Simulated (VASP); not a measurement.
# RbBr (Fm-3m) in VASP: a series of runs

RbBr is run at these levels: LDA, PBE, PBEsol; tasks: single point.

All numbers are computed with VASP 6.6.1; they aren't measurements. Logs are shortened: lines on timing, memory, paths and dates and some standing lists are left out, and cuts for length are marked.

## (1) The cell of the first run

It takes space group Fm-3m (No. 225, cubic). Conventional cell: a = 6.854 Å, b = 6.854 Å, c = 6.854 Å, α = 90.00°, β = 90.00°, γ = 90.00°. Rb (site symmetry m-3m) has 6 Br at 3.43 Å within 4.5 Å. Br (site symmetry m-3m) has 6 Rb at 3.43 Å within 4.5 Å.

## (2) Single point, LDA

Input file INCAR:

```
ALGO     = Normal         # electronic algorithm
EDIFF    = 1E-6           # SCF threshold, eV
ENCUT    = 500            # plane-wave cutoff, eV
GGA_COMPAT= False        
ISIF     = 2              # what is computed and relaxed
ISMEAR   = 0              # smearing method
LASPH    = True           # aspherical terms in the spheres
LCHARG   = False          # write CHGCAR
LREAL    = False          # projectors in reciprocal space
LWAVE    = False          # write WAVECAR
NBANDS   = 15             # bands
NELM     = 120            # most SCF steps
PREC     = Accurate       # precision mode
SIGMA    = 0.02           # smearing width, eV
```

Input file KPOINTS:

```
k-points
0
Gamma
  7 7 7
```

Input file POSCAR:

```
RbBr
1.0
    0.0000000000      3.4270000000      3.4270000000
    3.4270000000      0.0000000000      3.4270000000
    3.4270000000      3.4270000000      0.0000000000
Rb Br
1 1
Direct
    0.0000000000      0.0000000000      0.0000000000
    0.5000000000      0.5000000000      0.5000000000
```

Potentials or basis: VASP PAW LDA potentials, release 64 (Rb_sv, Br).

Run with:

```
cat potpaw_LDA.64/Rb_sv/POTCAR potpaw_LDA.64/Br/POTCAR > POTCAR
mpirun -np 1 vasp_std > vasp.out
```

OUTCAR:

```text
EDIFF = 1E-6
   ENCUT = 500
   ISIF = 2
   ISMEAR = 0
   LASPH = True
   LREAL = False
   NELM = 120
   PREC = Accurate

 ion  position               nearest neighbor table
   1  0.000  0.000  0.000-   2 3.43   2 3.43   2 3.43   2 3.43   2 3.43   2 3.43
   2  0.500  0.500  0.500-   1 3.43   1 3.43   1 3.43   1 3.43   1 3.43   1 3.43

  LATTYP: Found a face centered cubic cell.
 ALAT       =     6.8540000000

  Lattice vectors:

 A1 = (   0.0000000000,   3.4270000000,   3.4270000000)
 A2 = (   3.4270000000,   0.0000000000,   3.4270000000)
 A3 = (   3.4270000000,   3.4270000000,   0.0000000000)

Analysis of symmetry for initial positions (statically):
=====================================================================
 Subroutine PRICEL returns:
 Original cell was already a primitive cell.

 Routine SETGRP: Setting up the symmetry group for a
 face centered cubic supercell.

 Subroutine GETGRP returns: Found 48 space group operations
 (whereof 48 operations were pure point group operations)
 out of a pool of 48 trial point group operations.

The static configuration has the point symmetry O_h .

Analysis of symmetry for dynamics (positions and initial velocities):
=====================================================================
 Subroutine PRICEL returns:
 Original cell was already a primitive cell.

 Routine SETGRP: Setting up the symmetry group for a
 face centered cubic supercell.

 Subroutine GETGRP returns: Found 48 space group operations
 (whereof 48 operations were pure point group operations)
 out of a pool of 48 trial point group operations.

The dynamic configuration has the point symmetry O_h .

 Subroutine INISYM returns: Found 48 space group operations
 (whereof 48 operations are pure point group operations),
 and found     1 'primitive' translations

----------------------------------------------------------------------------------------

                                     Primitive cell

  volume of cell :      80.4956

  direct lattice vectors                    reciprocal lattice vectors
     0.000000000  3.427000000  3.427000000    -0.145900204  0.145900204  0.145900204
     3.427000000  0.000000000  3.427000000     0.145900204 -0.145900204  0.145900204
     3.427000000  3.427000000  0.000000000     0.145900204  0.145900204 -0.145900204

  length of vectors
     4.846509878  4.846509878  4.846509878     0.252706567  0.252706567  0.252706567

  position of ions in fractional coordinates (direct lattice)
     0.000000000  0.000000000  0.000000000
     0.500000000  0.500000000  0.500000000

  ion indices of the primitive-cell ions
   primitive index   ion index
                 1           1
                 2           2

----------------------------------------------------------------------------------------

 KPOINTS: k-points

Automatic generation of k-mesh.
 Grid dimensions read from file:
 generate k-points for:    7    7    7

 Generating k-lattice:

  Cartesian coordinates                     Fractional coordinates (reciprocal lattice)
    -0.020842886  0.020842886  0.020842886     0.142857143  0.000000000  0.000000000
     0.020842886 -0.020842886  0.020842886     0.000000000  0.142857143  0.000000000
     0.020842886  0.020842886 -0.020842886     0.000000000  0.000000000  0.142857143

  Length of vectors
     0.036100938  0.036100938  0.036100938

  Shift w.r.t. Gamma in fractional coordinates (k-lattice)
     0.000000000  0.000000000  0.000000000

 Subroutine IBZKPT returns following result:
 ===========================================

 Found     20 irreducible k-points:

 Following reciprocal coordinates:
            Coordinates               Weight
  0.000000  0.000000  0.000000      1.000000
  0.142857  0.000000  0.000000      8.000000
  0.285714  0.000000  0.000000      8.000000
  0.428571  0.000000  0.000000      8.000000
  0.142857  0.142857  0.000000      6.000000
  0.285714  0.142857  0.000000     24.000000
[... 12 lines left out ...]
 -0.428571  0.428571  0.142857     24.000000
 -0.285714  0.428571  0.142857     24.000000
   k-points           NKPTS =     20   k-points in BZ     NKDIM =     20   number of bands    NBANDS=     15
   number of dos      NEDOS =    301   number of ions     NIONS =      2
   total plane-waves  NPLWV =  46656
   dimension x,y,z NGX =    36 NGY =   36 NGZ =   36
   dimension x,y,z NGXF=    72 NGYF=   72 NGZF=   72
   ions per type =               1   1
   NGX,Y,Z   is equivalent  to a cutoff of  12.35, 12.35, 12.35 a.u.
   NGXF,Y,Z  is equivalent  to a cutoff of  24.70, 24.70, 24.70 a.u.
 SYSTEM =  unknown system
   PREC   = accura    normal or accurate (medium, high low for compatibility)
   ISTART =      0    job   : 0-new  1-cont  2-samecut
   ICHARG =      2    charge: 1-file 2-atom 10-const
   ISPIN  =      1    spin polarized calculation?
   LNONCOLLINEAR =      F non collinear calculations
   LSORBIT =      F    spin-orbit coupling
   LASPH  =      T    aspherical Exc in radial PAW
   ENCUT  =  500.0 eV  36.75 Ry    6.06 a.u.   8.84  8.84  8.84*2*pi/ulx,y,z
   NELM   =    120;   NELMIN=  2; NELMDL= -5     # of ELM steps
   EDIFF  = 0.1E-05   stopping-criterion for ELM
   LREAL  =      F    real-space projection
   EDIFFG = 0.1E-04   stopping-criterion for IOM
   NSW    =      0    number of steps for IOM
   IBRION =     -1    ionic relax: 0-MD 1-quasi-New 2-CG
   NFREE  =      0    steps in history (QN), initial steepest desc. (CG)
   ISIF   =      2    stress and relaxation
   ISYM   =      2    0-nonsym 1-usesym 2-fastsym
   POTIM  = 0.5000    time-step for ionic-motion
   TEBEG  =    0.0;   TEEND  =   0.0 temperature during run
   PSTRESS=    0.0 pullay stress
   NELECT =      16.0000    total number of electrons
   NUPDOWN=      -1.0000    fix difference up-down
   EMIN   =  10.00;   EMAX   =-10.00  energy-range for DOS
   EFERMI =   0.00;   METHOD = LEGACY
   ISMEAR =     0;   SIGMA  =   0.02  broadening in eV -4-tet -1-fermi 0-gaus
   EFERMI_NEDOS =   21; number of points for ismear=-14 and -15
   IALGO  =     38    algorithm
   IMIX   =      4    mixing-type and parameters
     AMIX     =   0.40;   BMIX     =  1.00
     AMIX_MAG =   1.60;   BMIX_MAG =  1.00
  volume/ion in A,a.u.               =      40.25       271.61
  Fermi-wavevector in a.u.,A,eV,Ry     =   0.955412  1.805467 12.419564  0.912812
  Thomas-Fermi vector in A             =   2.084247
   LORBIT       =      0    0 simple, 1 ext, 2 COOP (PROOUT), +10 PAW based schemes
   GGA     = CA    functional components
   LHFCALC =     F    Hartree Fock is set to
   AEXX    =    0.0000 exact exchange contribution
   IVDW    =     0    specifies the selected vdW correction
   LEPSILON=     F    determine dielectric tensor
   LRPA    =     F    only Hartree local field effects (RPA)
 non-spin polarized calculation
 Gauss-broadening in eV      SIGMA  =   0.02
  energy-cutoff  :      500.00
  volume of cell :       80.50
 maximum number of plane-waves:      2085
   NGX = 17   NGY = 17   NGZ = 17

 number of electron      15.9999999 magnetization

 Free energy of the ion-electron system (eV)
  ---------------------------------------------------
  ext. energy  EPLUGINS =         0.00000000
  ---------------------------------------------------
  free energy    TOTEN  =        -6.69439054 eV

  energy without entropy =       -6.69439054  energy(sigma->0) =       -6.69439054

 E-fermi :  -1.7896     XC(G=0):  -7.7378

 val. band max:       -1.9552207103   @ k =   0.0000   0.0000   0.0000
 cond. band min:       2.0044810718   @ k =   0.0000   0.0000   0.0000
 fundamental gap:      3.9597017821
 Fermi energy:        -1.7895668520

 k-point     1 :       0.0000    0.0000    0.0000
  band No.  band energies     occupation
      1     -26.2261      2.00000
      2     -14.1654      2.00000
      3     -10.3686      2.00000
      4     -10.3686      2.00000
      5     -10.3686      2.00000
      6      -1.9552      2.00000
      7      -1.9552      2.00000
      8      -1.9552      2.00000
      9       2.0045      0.00000
     10       5.0725      0.00000
     11       5.0725      0.00000
     12       5.0725      0.00000
     13       6.0180      0.00000
     14       6.0180      0.00000
     15       8.5989      0.00000

 k-point     2 :       0.1429    0.0000    0.0000
  band No.  band energies     occupation
      1     -26.2242      2.00000
      2     -14.1733      2.00000
      3     -10.3702      2.00000
      4     -10.3702      2.00000
      5     -10.3607      2.00000
      6      -2.2130      2.00000
      7      -2.0314      2.00000
      8      -2.0314      2.00000
      9       2.5087      0.00000
     10       4.9385      0.00000
     11       5.3177      0.00000
     12       5.3177      0.00000
     13       6.3230      0.00000
     14       6.3230      0.00000
     15       9.3823      0.00000

 k-point     3 :       0.2857    0.0000    0.0000
  band No.  band energies     occupation
      1     -26.2199      2.00000
      2     -14.1910      2.00000
      3     -10.3739      2.00000
      4     -10.3739      2.00000
      5     -10.3431      2.00000
      6      -2.6732      2.00000
      7      -2.1926      2.00000
      8      -2.1926      2.00000
      9       3.5924      0.00000
     10       4.9442      0.00000
     11       6.0141      0.00000
     12       6.0141      0.00000
     13       7.1259      0.00000
     14       7.1259      0.00000
     15       9.8407      0.00000
[... 271 lines left out ...]
 k-point    19 :      -0.4286    0.4286    0.1429
  band No.  band energies     occupation
      1     -26.2135      2.00000
      2     -14.1347      2.00000
      3     -10.5187      2.00000
      4     -10.4649      2.00000
      5     -10.3865      2.00000
      6      -2.5023      2.00000
      7      -2.3031      2.00000
      8      -2.2029      2.00000
      9       3.9212      0.00000
     10       5.1429      0.00000
     11       6.2243      0.00000
     12       7.0987      0.00000
     13       7.6115      0.00000
     14       8.4288      0.00000
     15       8.9393      0.00000

 k-point    20 :      -0.2857    0.4286    0.1429
  band No.  band energies     occupation
      1     -26.2132      2.00000
      2     -14.1427      2.00000
      3     -10.5150      2.00000
      4     -10.4722      2.00000
      5     -10.3583      2.00000
      6      -2.5287      2.00000
      7      -2.3501      2.00000
      8      -2.2865      2.00000
      9       4.5259      0.00000
     10       5.2179      0.00000
     11       6.0740      0.00000
     12       6.4690      0.00000
     13       8.2403      0.00000
     14       8.4501      0.00000
     15       9.2073      0.00000

------------------------ aborting loop because EDIFF is reached ----------------------------------------

  FORCE on cell =-STRESS in cart. coord.  units (eV):
  Direction    XX          YY          ZZ          XY          YZ          ZX
  --------------------------------------------------------------------------------------
  -------------------------------------------------------------------------------------
  Total       -0.6006531     -0.6006531     -0.6006531     -0.0000000      0.0000000     -0.0000000
  in kB      -11.9553415    -11.9553415    -11.9553415     -0.0000000      0.0000000     -0.0000000
  external PRESSURE =     -11.9553415 kB  Pullay stress =       0.0000000 kB

 VOLUME and BASIS-vectors are now :
 -----------------------------------------------------------------------------
  energy-cutoff  :      500.00
  volume of cell :       80.50
      direct lattice vectors                 reciprocal lattice vectors
     0.000000000  3.427000000  3.427000000    -0.145900204  0.145900204  0.145900204
     3.427000000  0.000000000  3.427000000     0.145900204 -0.145900204  0.145900204
     3.427000000  3.427000000  0.000000000     0.145900204  0.145900204 -0.145900204

 POSITION                                       TOTAL-FORCE (eV/Angst)
 -----------------------------------------------------------------------------------
      0.00000      0.00000      0.00000         0.000000      0.000000     -0.000000
      3.42700      3.42700      3.42700        -0.000000     -0.000000      0.000000
 -----------------------------------------------------------------------------------
    total drift:                                0.000000      0.000000      0.000000

  FREE ENERGIE OF THE ION-ELECTRON SYSTEM (eV)
  ---------------------------------------------------
  free  energy   TOTEN  =        -6.6943905374 eV

  energy  without entropy=       -6.6943905374  energy(sigma->0) =       -6.69439054
```

It took 40 s on 1 thread of Intel Xeon 8259CL, shared host; peak memory 0.18 GiB.

What came out:

* Free energy: -6.6944 eV
* Pressure: -1.2 GPa
* Band gap on the k mesh: 3.96 eV

Expect the measured gap to be larger: semilocal functionals such as LDA lack the derivative discontinuity.

## (3) Single point, PBE

Input file INCAR:

```
PREC = Accurate
ENCUT = 500
EDIFF = 1E-6
ISMEAR = 0
SIGMA = 0.05
LREAL = F
LASPH = T
NELM = 120
ALGO = Normal
ISIF = 2
LWAVE = F
LCHARG = T
GGA = PE
LELF = T
LVHAR = T
NBANDS = 15
GGA_COMPAT = F
```

Input file KPOINTS:

```
Automatic mesh
0
Gamma
  7 7 7
```

POSCAR is that of step 2.

Potentials or basis: VASP PAW PBE potentials, release 64 (Rb_sv, Br).

Run with:

```
cat potpaw_PBE.64/Rb_sv/POTCAR potpaw_PBE.64/Br/POTCAR > POTCAR
mpirun -np 1 vasp_std > vasp.out
```

OUTCAR:

```text
PREC = Accurate
   ENCUT = 500
   EDIFF = 1E-6
   ISMEAR = 0
   LREAL = F
   LASPH = T
   NELM = 120
   ISIF = 2
   GGA = PE

 ion  position               nearest neighbor table
   1  0.000  0.000  0.000-   2 3.43   2 3.43   2 3.43   2 3.43   2 3.43   2 3.43
   2  0.500  0.500  0.500-   1 3.43   1 3.43   1 3.43   1 3.43   1 3.43   1 3.43

  LATTYP: Found a face centered cubic cell.
 ALAT       =     6.8540000000

  Lattice vectors:

 A1 = (   0.0000000000,   3.4270000000,   3.4270000000)
 A2 = (   3.4270000000,   0.0000000000,   3.4270000000)
 A3 = (   3.4270000000,   3.4270000000,   0.0000000000)

Analysis of symmetry for initial positions (statically):
=====================================================================
 Subroutine PRICEL returns:
 Original cell was already a primitive cell.

 Routine SETGRP: Setting up the symmetry group for a
 face centered cubic supercell.

 Subroutine GETGRP returns: Found 48 space group operations
 (whereof 48 operations were pure point group operations)
 out of a pool of 48 trial point group operations.

[... 168 lines left out ...]
      3     -10.2434      2.00000
      4     -10.2434      2.00000
      5     -10.2434      2.00000
      6      -1.7521      2.00000
      7      -1.7521      2.00000
      8      -1.7521      2.00000
      9       2.6100      0.00000
     10       5.5272      0.00000
     11       5.5272      0.00000
     12       5.5272      0.00000
     13       6.4155      0.00000
     14       6.4155      0.00000
[... 329 lines left out ...]
      2     -13.9122      2.00000
      3     -10.3781      2.00000
      4     -10.3382      2.00000
      5     -10.2306      2.00000
      6      -2.2908      2.00000
      7      -2.1245      2.00000
      8      -2.0660      2.00000
      9       5.0332      0.00000
     10       5.7256      0.00000
     11       6.5794      0.00000
     12       6.9274      0.00000
     13       8.6454      0.00000
     14       8.8203      0.00000
     15       9.6267      0.00000

------------------------ aborting loop because EDIFF is reached ----------------------------------------

  FORCE on cell =-STRESS in cart. coord.  units (eV):
  Direction    XX          YY          ZZ          XY          YZ          ZX
  --------------------------------------------------------------------------------------
  -------------------------------------------------------------------------------------
  Total        0.5136114      0.5136114      0.5136114      0.0000000     -0.0000000     -0.0000000
  in kB       10.2228721     10.2228721     10.2228721      0.0000000     -0.0000000     -0.0000000
  external PRESSURE =      10.2228721 kB  Pullay stress =       0.0000000 kB

 VOLUME and BASIS-vectors are now :
 -----------------------------------------------------------------------------
  energy-cutoff  :      500.00
  volume of cell :       80.50
      direct lattice vectors                 reciprocal lattice vectors
     0.000000000  3.427000000  3.427000000    -0.145900204  0.145900204  0.145900204
     3.427000000  0.000000000  3.427000000     0.145900204 -0.145900204  0.145900204
     3.427000000  3.427000000  0.000000000     0.145900204  0.145900204 -0.145900204

 POSITION                                       TOTAL-FORCE (eV/Angst)
 -----------------------------------------------------------------------------------
      0.00000      0.00000      0.00000         0.000000      0.000000      0.000000
      3.42700      3.42700      3.42700        -0.000000     -0.000000     -0.000000
 -----------------------------------------------------------------------------------
    total drift:                                0.000000      0.000000      0.000000

  FREE ENERGIE OF THE ION-ELECTRON SYSTEM (eV)
  ---------------------------------------------------
  free  energy   TOTEN  =        -6.0973493227 eV

  energy  without entropy=       -6.0973493227  energy(sigma->0) =       -6.09734932
```

OSZICAR:

```text
N       E                     dE             d eps       ncg     rms          rms(c)
DAV:   1     0.820613460034E+02    0.82061E+02   -0.64140E+03   600   0.885E+02
DAV:   2    -0.537234709651E+00   -0.82599E+02   -0.74881E+02   844   0.158E+02
DAV:   3    -0.616993317421E+01   -0.56327E+01   -0.56084E+01   797   0.434E+01
DAV:   4    -0.631428254092E+01   -0.14435E+00   -0.14433E+00   883   0.654E+00
DAV:   5    -0.631560694514E+01   -0.13244E-02   -0.13244E-02   833   0.568E-01    0.291E+00
DAV:   6    -0.610119458553E+01    0.21441E+00   -0.26119E-01   768   0.235E+00    0.193E+00
DAV:   7    -0.608492888536E+01    0.16266E-01   -0.12192E-01   803   0.172E+00    0.967E-01
DAV:   8    -0.609651996087E+01   -0.11591E-01   -0.13442E-02   658   0.684E-01    0.107E-01
DAV:   9    -0.609690986494E+01   -0.38990E-03   -0.56761E-04   825   0.123E-01    0.687E-02
DAV:  10    -0.609734253099E+01   -0.43267E-03   -0.57232E-04   635   0.130E-01    0.261E-02
DAV:  11    -0.609734335125E+01   -0.82026E-06   -0.28354E-05   782   0.279E-02    0.636E-03
DAV:  12    -0.609734907834E+01   -0.57271E-05   -0.85522E-06   656   0.180E-02    0.141E-03
DAV:  13    -0.609734932273E+01   -0.24439E-06   -0.31625E-07   650   0.316E-03
   1 F= -.60973493E+01 E0= -.60973493E+01  d E =-.245860E-15
```

Run time: 51 s. Hardware: 1 thread of Intel Xeon 8259CL, shared host; peak memory 0.21 GiB.

Results:

```
Free energy            : -6.0973 eV
Pressure               : 1.0 GPa
Band gap on the k mesh : 4.36 eV
```

Caveat: an odd mesh through Γ misses points on the zone boundary, where band edges can lie.

(Part 1 of 2 ends here.)
